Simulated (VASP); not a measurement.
Runs of VASP 6.6.1 on Ta3W. The structure is that of space group Fm-3m (No. 225), or close to it. The cells are those of the table. 

```csv
cell,gap on the mesh (eV),pressure (GPa)
"a = 4.428 Å, angles 60.0°, 4 atoms",none,24.8
"a = 4.741 Å, angles 60.0°, 4 atoms",none,(a)
"a = 4.798 Å, angles 60.0°, 4 atoms",none,-27.9
"a = 4.558 Å, angles 60.0°, 4 atoms",none,-0.1
"a = 4.494 Å, angles 60.0°, 4 atoms",none,(b)
```

Alike in all rows: task single point; level LDA; potentials or basis VASP PAW LDA potentials, release 64 (Ta_pv, W_sv); no spin polarisation; k mesh 6 × 6 × 6; cutoff (eV) 520; smearing fermi-dirac 0.1 eV.

Problem. Fill in the values left out.

Solution. (a) -22.9; (b) 11.1.

Caveats: spin-orbit coupling is left out, which moves the levels of the heavy elements.

A k mesh can miss the band edges, and the runs leave out spin-orbit coupling on Ta, W.

A gap of «none» marks levels without a gap at the run's occupations.
